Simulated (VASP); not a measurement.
# C in VASP: notebook

The runs below take C through single point, with PBE, r2SCAN, HSE06.

All numbers are computed with VASP 6.6.1; they aren't measurements. Logs are shortened: lines on timing, memory, paths and dates and some standing lists are left out, and cuts for length are marked.

### Step 1. The cell of the first run

Symmetry: Fd-3m, No. 227, cubic system. Conventional cell: a = 3.614 Å, b = 3.614 Å, c = 3.614 Å, α = 90.00°, β = 90.00°, γ = 90.00°. C (site symmetry -43m) has 4 C at 1.56 Å within 2.1 Å.

### Step 2. Single point, PBE (strain +1.5%)

Input file INCAR:

```
SYSTEM = C
PREC     = Accurate       ! precision mode
ENCUT    = 520            ! plane-wave cutoff, eV
EDIFF    = 1E-6           ! SCF threshold, eV
ISMEAR   = -1             ! smearing method
SIGMA    = 0.02           ! smearing width, eV
LREAL    = .FALSE.        ! projectors in reciprocal space
LASPH    = .TRUE.         ! aspherical terms in the spheres
NELM     = 100            ! most SCF steps
ALGO     = Normal         ! electronic algorithm
ISIF     = 2              ! what is computed and relaxed
LWAVE    = .FALSE.        ! write WAVECAR
LCHARG   = .FALSE.        ! write CHGCAR
GGA      = PE             ! functional
NBANDS   = 11             ! bands
```

Input file KPOINTS:

```
Automatic mesh
0
G
  12 12 12
  0 0 0
```

Input file POSCAR:

```
C
1.0
    0.0000000000      1.8068260032      1.8068260032
    1.8068260032      0.0000000000      1.8068260032
    1.8068260032      1.8068260032      0.0000000000
C
2
Direct
    0.0000000000      0.0000000000      0.0000000000
    0.2500000000      0.2500000000      0.2500000000
```

Potentials or basis: VASP PAW PBE potentials, release 64 (C).

Command:

```console
> cat potpaw_PBE.64/C/POTCAR > POTCAR
> mpirun -np 1 vasp_std > vasp.out
```

OUTCAR:

```text
SYSTEM = C
   PREC = Accurate
   ENCUT = 520
   EDIFF = 1E-6
   ISMEAR = -1
   LREAL = .FALSE.
   LASPH = .TRUE.
   NELM = 100
   ISIF = 2
   GGA = PE

 ion  position               nearest neighbor table
   1  0.000  0.000  0.000-   2 1.56   2 1.56   2 1.56   2 1.56
   2  0.250  0.250  0.250-   1 1.56   1 1.56   1 1.56   1 1.56

  LATTYP: Found a face centered cubic cell.
 ALAT       =     3.6136520064

  Lattice vectors:

 A1 = (   0.0000000000,   1.8068260032,   1.8068260032)
 A2 = (   1.8068260032,   0.0000000000,   1.8068260032)
 A3 = (   1.8068260032,   1.8068260032,   0.0000000000)

Analysis of symmetry for initial positions (statically):
=====================================================================
 Subroutine PRICEL returns:
 Original cell was already a primitive cell.

 Routine SETGRP: Setting up the symmetry group for a
 face centered cubic supercell.

 Subroutine GETGRP returns: Found 48 space group operations
 (whereof 24 operations were pure point group operations)
 out of a pool of 48 trial point group operations.

The static configuration has the point symmetry T_d .
 The point group associated with its full space group is O_h .

Analysis of symmetry for dynamics (positions and initial velocities):
=====================================================================
 Subroutine PRICEL returns:
 Original cell was already a primitive cell.

 Routine SETGRP: Setting up the symmetry group for a
 face centered cubic supercell.

 Subroutine GETGRP returns: Found 48 space group operations
 (whereof 24 operations were pure point group operations)
 out of a pool of 48 trial point group operations.

The dynamic configuration has the point symmetry T_d .
 The point group associated with its full space group is O_h .

 Subroutine INISYM returns: Found 48 space group operations
 (whereof 24 operations are pure point group operations),
 and found     1 'primitive' translations

----------------------------------------------------------------------------------------

                                     Primitive cell

  volume of cell :      11.7972

  direct lattice vectors                    reciprocal lattice vectors
     0.000000000  1.806826003  1.806826003    -0.276728362  0.276728362  0.276728362
     1.806826003  0.000000000  1.806826003     0.276728362 -0.276728362  0.276728362
     1.806826003  1.806826003  0.000000000     0.276728362  0.276728362 -0.276728362

  length of vectors
     2.555237839  2.555237839  2.555237839     0.479307583  0.479307583  0.479307583

  position of ions in fractional coordinates (direct lattice)
     0.000000000  0.000000000  0.000000000
     0.250000000  0.250000000  0.250000000

  ion indices of the primitive-cell ions
   primitive index   ion index
                 1           1
                 2           2

----------------------------------------------------------------------------------------

 KPOINTS: Automatic mesh

Automatic generation of k-mesh.
 Grid dimensions read from file:
 generate k-points for:   12   12   12

 Generating k-lattice:

  Cartesian coordinates                     Fractional coordinates (reciprocal lattice)
    -0.023060697  0.023060697  0.023060697     0.083333333  0.000000000  0.000000000
     0.023060697 -0.023060697  0.023060697     0.000000000  0.083333333  0.000000000
     0.023060697  0.023060697 -0.023060697     0.000000000  0.000000000  0.083333333

  Length of vectors
     0.039942299  0.039942299  0.039942299

  Shift w.r.t. Gamma in fractional coordinates (k-lattice)
     0.000000000  0.000000000  0.000000000

 Subroutine IBZKPT returns following result:
 ===========================================

 Found     72 irreducible k-points:

 Following reciprocal coordinates:
            Coordinates               Weight
  0.000000  0.000000  0.000000      1.000000
  0.083333  0.000000  0.000000      8.000000
  0.166667  0.000000  0.000000      8.000000
  0.250000  0.000000  0.000000      8.000000
  0.333333  0.000000  0.000000      8.000000
  0.416667  0.000000  0.000000      8.000000
[... 16 lines left out ...]
  0.500000  0.166667  0.000000     24.000000
 -0.416667  0.166667  0.000000     24.000000
 [... further k-points ...]
   k-points           NKPTS =     72   k-points in BZ     NKDIM =     72   number of bands    NBANDS=     11
   number of dos      NEDOS =    301   number of ions     NIONS =      2
   total plane-waves  NPLWV =   8000
   dimension x,y,z NGX =    20 NGY =   20 NGZ =   20
   dimension x,y,z NGXF=    40 NGYF=   40 NGZF=   40
   ions per type =               2
   NGX,Y,Z   is equivalent  to a cutoff of  13.01, 13.01, 13.01 a.u.
   NGXF,Y,Z  is equivalent  to a cutoff of  26.02, 26.02, 26.02 a.u.
 SYSTEM =  C
   PREC   = accura    normal or accurate (medium, high low for compatibility)
   ISTART =      0    job   : 0-new  1-cont  2-samecut
   ICHARG =      2    charge: 1-file 2-atom 10-const
   ISPIN  =      1    spin polarized calculation?
   LNONCOLLINEAR =      F non collinear calculations
   LSORBIT =      F    spin-orbit coupling
   LASPH  =      T    aspherical Exc in radial PAW
   ENCUT  =  520.0 eV  38.22 Ry    6.18 a.u.   4.75  4.75  4.75*2*pi/ulx,y,z
   NELM   =    100;   NELMIN=  2; NELMDL= -5     # of ELM steps
   EDIFF  = 0.1E-05   stopping-criterion for ELM
   LREAL  =      F    real-space projection
   EDIFFG = 0.1E-04   stopping-criterion for IOM
   NSW    =      0    number of steps for IOM
   IBRION =     -1    ionic relax: 0-MD 1-quasi-New 2-CG
   NFREE  =      0    steps in history (QN), initial steepest desc. (CG)
   ISIF   =      2    stress and relaxation
   ISYM   =      2    0-nonsym 1-usesym 2-fastsym
   POTIM  = 0.5000    time-step for ionic-motion
   TEBEG  =    0.0;   TEEND  =   0.0 temperature during run
   PSTRESS=    0.0 pullay stress
   NELECT =       8.0000    total number of electrons
   NUPDOWN=      -1.0000    fix difference up-down
   EMIN   =  10.00;   EMAX   =-10.00  energy-range for DOS
   EFERMI =   0.00;   METHOD = LEGACY
   ISMEAR =    -1;   SIGMA  =   0.02  broadening in eV -4-tet -1-fermi 0-gaus
   EFERMI_NEDOS =   21; number of points for ismear=-14 and -15
   IALGO  =     38    algorithm
   IMIX   =      4    mixing-type and parameters
     AMIX     =   0.40;   BMIX     =  1.00
     AMIX_MAG =   1.60;   BMIX_MAG =  1.00
  volume/ion in A,a.u.               =       5.90        39.81
  Fermi-wavevector in a.u.,A,eV,Ry     =   1.438286  2.717966 28.145906  2.068666
  Thomas-Fermi vector in A             =   2.557269
   LORBIT       =      0    0 simple, 1 ext, 2 COOP (PROOUT), +10 PAW based schemes
   GGA     = PE    functional components
   LHFCALC =     F    Hartree Fock is set to
   AEXX    =    0.0000 exact exchange contribution
   IVDW    =     0    specifies the selected vdW correction
   LEPSILON=     F    determine dielectric tensor
   LRPA    =     F    only Hartree local field effects (RPA)
 non-spin polarized calculation
  energy-cutoff  :      520.00
  volume of cell :       11.80
 maximum number of plane-waves:       332
   NGX =  9   NGY =  9   NGZ =  9

 number of electron       8.0000000 magnetization

 Free energy of the ion-electron system (eV)
  ---------------------------------------------------
  ext. energy  EPLUGINS =         0.00000000
  ---------------------------------------------------
  free energy    TOTEN  =       -18.16925056 eV

  energy without entropy =      -18.16925056  energy(sigma->0) =      -18.16925056

 E-fermi :   9.6827     XC(G=0): -13.0549

 val. band max:        9.1709737696   @ k =   0.0000   0.0000   0.0000
 cond. band min:      13.2357635237   @ k =   0.3333   0.3333   0.0000
 fundamental gap:      4.0647897540
 Fermi energy:         9.6826726930

 k-point     1 :       0.0000    0.0000    0.0000
  band No.  band energies     occupation
      1     -11.7865      2.00000
      2       9.1710      2.00000
      3       9.1710      2.00000
      4       9.1710      2.00000
      5      14.6533      0.00000
      6      14.6533      0.00000
      7      14.6533      0.00000
      8      21.6162      0.00000
      9      27.9719      0.00000
     10      35.2803      0.00000
     11      35.2803      0.00000

 k-point     2 :       0.0833    0.0000    0.0000
  band No.  band energies     occupation
      1     -11.5992      2.00000
      2       7.9823      2.00000
      3       8.8624      2.00000
      4       8.8624      2.00000
      5      15.0580      0.00000
      6      15.0580      0.00000
      7      15.3219      0.00000
      8      21.8092      0.00000
      9      28.2879      0.00000
     10      33.2255      0.00000
     11      33.2255      0.00000

 k-point     3 :       0.1667    0.0000    0.0000
  band No.  band energies     occupation
      1     -11.0401      2.00000
      2       5.5216      2.00000
      3       8.1891      2.00000
      4       8.1891      2.00000
      5      15.9423      0.00000
      6      15.9423      0.00000
      7      16.3120      0.00000
      8      22.3719      0.00000
      9      28.9524      0.00000
     10      31.6737      0.00000
     11      31.6737      0.00000
[... 267 lines left out ...]
 k-point    23 :       0.5000    0.1667    0.0000
  band No.  band energies     occupation
      1      -6.2206      2.00000
      2      -2.4932      2.00000
      3       4.3258      2.00000
      4       5.3538      2.00000
      5      16.1145      0.00000
      6      19.6208      0.00000
      7      19.8971      0.00000
      8      23.0704      0.00000
      9      28.8469      0.00000
     10      32.2724      0.00000
     11      35.2261      0.00000

 k-point    24 :      -0.4167    0.1667    0.0000
  band No.  band energies     occupation
      1      -5.8207      2.00000
      2      -2.9765      2.00000
      3       3.8591      2.00000
      4       5.7167      2.00000
      5      16.5344      0.00000
      6      19.1501      0.00000
      7      19.8797      0.00000
      8      24.1439      0.00000
      9      28.1815      0.00000
     10      32.9285      0.00000
     11      33.0212      0.00000

 [... further k-points ...]

------------------------ aborting loop because EDIFF is reached ----------------------------------------

  FORCE on cell =-STRESS in cart. coord.  units (eV):
  Direction    XX          YY          ZZ          XY          YZ          ZX
  --------------------------------------------------------------------------------------
  -------------------------------------------------------------------------------------
  Total       -1.0100874     -1.0100874     -1.0100874     -0.0000000      0.0000000     -0.0000000
  in kB     -137.1799138   -137.1799138   -137.1799138     -0.0000000      0.0000000     -0.0000000
  external PRESSURE =    -137.1799138 kB  Pullay stress =       0.0000000 kB

 VOLUME and BASIS-vectors are now :
 -----------------------------------------------------------------------------
  energy-cutoff  :      520.00
  volume of cell :       11.80
      direct lattice vectors                 reciprocal lattice vectors
     0.000000000  1.806826003  1.806826003    -0.276728362  0.276728362  0.276728362
     1.806826003  0.000000000  1.806826003     0.276728362 -0.276728362  0.276728362
     1.806826003  1.806826003  0.000000000     0.276728362  0.276728362 -0.276728362

 POSITION                                       TOTAL-FORCE (eV/Angst)
 -----------------------------------------------------------------------------------
      0.00000      0.00000      0.00000         0.000000     -0.000000     -0.000000
      0.90341      0.90341      0.90341        -0.000000      0.000000      0.000000
 -----------------------------------------------------------------------------------
    total drift:                                0.000000      0.000000      0.000000

  FREE ENERGIE OF THE ION-ELECTRON SYSTEM (eV)
  ---------------------------------------------------
  free  energy   TOTEN  =       -18.1692505575 eV

  energy  without entropy=      -18.1692505575  energy(sigma->0) =      -18.16925056
```

It took 6.9 s on 1 thread of Intel Xeon Platinum 8259CL at 2.50GHz (Skylake/Cascade Lake), shared host; peak memory 0.12 GiB.

What came out:

* Free energy: -18.1693 eV
* Pressure: -13.7 GPa
* Band gap on the k mesh: 4.06 eV, indirect (least direct gap 5.48 eV)

Caveat: the cell differs from its parent crystal (strain +1.5%). A k mesh can miss the band edges.

### Step 3. Single point, r2SCAN (strain +1.5%)

POSCAR is that of step 2.

Input file INCAR.step1:

```
PREC = Accurate
ENCUT = 520
ISMEAR = 0
SIGMA = 0.01
LREAL = False
LASPH = True
NELM = 80
NBANDS = 11
GGA = PE
ALGO = Normal
EDIFF = 1E-4
LWAVE = True
LCHARG = False
```

Input file INCAR.step2:

```
PREC = Accurate
ENCUT = 520
EDIFF = 1E-7
ISMEAR = 0
SIGMA = 0.01
LREAL = False
LASPH = True
NELM = 80
ALGO = Normal
ISIF = 2
LWAVE = False
LCHARG = False
METAGGA = R2SCAN
LMIXTAU = True
NBANDS = 11
ISTART = 1
```

Input file KPOINTS:

```
Automatic mesh
0
Gamma
  12 12 12
```

Potentials or basis: VASP PAW PBE potentials, release 64 (C).

Command:

```console
> cat potpaw_PBE.64/C/POTCAR > POTCAR
> cp INCAR.step1 INCAR
> mpirun -np 1 vasp_std > vasp.out
> cp INCAR.step2 INCAR
> mpirun -np 1 vasp_std > vasp.out
```

Wall time 34 s (1 thread of Intel Xeon Platinum 8259CL at 2.50GHz (Skylake/Cascade Lake), shared host); peak memory 0.12 GiB.

The run converged. Its results:

```
Free energy            : -19.6307 eV
Pressure               : -17.6 GPa
Band gap on the k mesh : 4.25 eV, indirect (least direct gap 5.73 eV)
```

Levels at points of the mesh, in eV from the valence-band top:
```tsv
k point	band 1	band 2	band 3	band 4	band 5	band 6	band 7	band 8	band 9
(0.00, 0.00, 0.00)	-22.16	0.00	0.00	0.00	5.73	5.73	5.73	12.89	19.86
(0.50, 0.00, 0.00)	-16.44	-13.61	-2.87	-2.87	8.58	8.71	8.71	16.31	22.61
(0.50, 0.50, 0.00)	-13.31	-13.31	-6.41	-6.41	4.91	4.91	17.26	17.26	23.86
```

Caveat: the cell differs from its parent crystal (strain +1.5%); the PAW data sets were made with another functional, which shifts forces and pressure a little. A k mesh can miss the band edges.

### Step 4. Single point, PBE (strain along [111] -4.8%)

Input file INCAR:

```
ALGO = Normal
EDIFF = 1E-6
ENCUT = 520
GGA = PE
ISIF = 2
ISMEAR = -1
LASPH = T
LCHARG = F
LREAL = F
LWAVE = F
NBANDS = 11
NELM = 100
PREC = Accurate
SIGMA = 0.02
```

Input file KPOINTS:

```
k-points
0
Gamma
  12 12 12
```

Input file POSCAR:

```
C
1.0
   -0.0573199973      1.7228041438      1.7228041438
    1.7228041438     -0.0573199973      1.7228041438
    1.7228041438      1.7228041438     -0.0573199973
C
2
Direct
   -0.0007816112     -0.0007816112     -0.0007816112
    0.2507816112      0.2507816112      0.2507816112
```

Command:

```console
> cat potpaw_PBE.64/C/POTCAR > POTCAR
> mpirun -np 1 vasp_std > vasp.out
```

Wall time 17 s (1 thread of Intel Xeon Platinum 8259CL at 2.50GHz (Skylake/Cascade Lake), shared host); peak memory 0.12 GiB.

It converged, with:

- Free energy: -18.0560 eV
- Pressure: 30.6 GPa
- Largest force: 0.090 eV/Å
- Band gap on the k mesh: 3.98 eV, indirect (least direct gap 5.18 eV)

Forces on the atoms (eV/Å):
```
C   -0.052 -0.052 -0.052
C    0.052  0.052  0.052
```

Stress tensor (GPa, compression positive):
```
30.55 21.36 21.36
21.36 30.55 21.36
21.36 21.36 30.55
```

Levels at points of the mesh, in eV from the valence-band top:
```tsv
k point	band 2	band 3	band 4	band 5	band 6	band 7
(0.00, 0.00, 0.00)	-0.19	-0.19	0.00	5.18	5.18	6.37
(0.50, 0.00, 0.00)	-14.13	-2.89	-2.89	8.28	8.75	10.26
(0.50, 0.50, 0.00)	-13.11	-7.14	-6.34	4.05	5.49	17.24
(0.50, 0.50, 0.50)	-14.10	-3.55	-3.55	8.21	8.21	8.31
```

Caveat: the cell differs from its parent crystal (strain along [111] -4.8%). A k mesh can miss the band edges.

### Step 5. Single point, HSE06 (strain +1.5%)

Input file POSCAR:

```
C
1.0
    0.0000000000      1.8068260032      1.8068260032
    1.8068260032      0.0000000000      1.8068260032
    1.8068260032      1.8068260032      0.0000000000
C
2
Direct
    0.0000000000      0.0000000000      0.0000000000
    0.2500000000      0.2500000000      0.2500000000
```

Input file INCAR.step1:

```
PREC = Accurate
ENCUT = 520
EDIFF = 1E-5
ISMEAR = 0
SIGMA = 0.01
LREAL = F
LASPH = T
NELM = 60
ALGO = Normal
ISIF = 2
LWAVE = T
LCHARG = F
GGA = PE
NBANDS = 11
```

Input file INCAR.step2:

```
PREC = Accurate
ENCUT = 520
EDIFF = 1E-6
ISMEAR = 0
SIGMA = 0.01
LREAL = F
LASPH = T
NELM = 60
ALGO = Normal
ISIF = 2
LWAVE = F
LCHARG = F
GGA = PE
LHFCALC = T
HFSCREEN = 0.2079
PRECFOCK = Normal
ISTART = 1
NBANDS = 11
```

Input file KPOINTS:

```
regular mesh
0
Gamma
  8 8 8
```

Command:

```console
> cat potpaw_PBE.64/C/POTCAR > POTCAR
> cp INCAR.step1 INCAR
> mpirun -np 1 vasp_std > vasp.out
> cp INCAR.step2 INCAR
> mpirun -np 1 vasp_std > vasp.out
```

It took 13 min on 1 thread of Intel Xeon Platinum 8259CL at 2.50GHz (Skylake/Cascade Lake), shared host; peak memory 0.22 GiB.

The run converged. Its results:

```yaml
Free_energy: -21.0050 eV
Pressure: -23.5 GPa
Band_gap_on_the_k_mesh: 5.18 eV, indirect (least direct gap 6.85 eV)
```

Levels at points of the mesh, in eV from the valence-band top:
```tsv
k point	band 2	band 3	band 4	band 5	band 6	band 7
(0.00, 0.00, 0.00)	0.00	0.00	0.00	6.85	6.85	6.85
(0.50, 0.00, 0.00)	-14.17	-2.96	-2.96	9.79	9.84	9.84
(0.50, 0.50, 0.00)	-13.79	-6.62	-6.62	5.82	5.82	18.60
```

Caveat: the cell differs from its parent crystal (strain +1.5%); the PAW data sets were made with another functional, which shifts forces and pressure a little. A k mesh can miss the band edges.

### Step 6. Overview

```tsv
level	cell	k mesh	smearing	grid for exact exchange (PRECFOCK)	screening parameter	gap on the mesh (eV)	pressure (GPa)
PBE	a = 2.555 Å, angles 60.0°, 2 atoms	12 × 12 × 12	fermi-dirac 0.02 eV	-	-	4.06	-13.7
r2SCAN	a = 2.555 Å, angles 60.0°, 2 atoms	12 × 12 × 12	gaussian 0.01 eV	-	-	4.25	-17.6
PBE	a = 2.437 Å, angles 62.2°, 2 atoms	12 × 12 × 12	fermi-dirac 0.02 eV	-	-	3.98	30.6
HSE06	a = 2.555 Å, angles 60.0°, 2 atoms	8 × 8 × 8	gaussian 0.01 eV	Normal	0.2079 1/Å	5.18	-23.5
```

Alike in all rows: task single point; potentials or basis VASP PAW PBE potentials, release 64 (C); no spin polarisation; cutoff (eV) 520.

Caveats: the PAW data sets were made with another functional, which shifts forces and pressure a little (some runs).

Absolute energies hang on the potentials; compare differences alone.
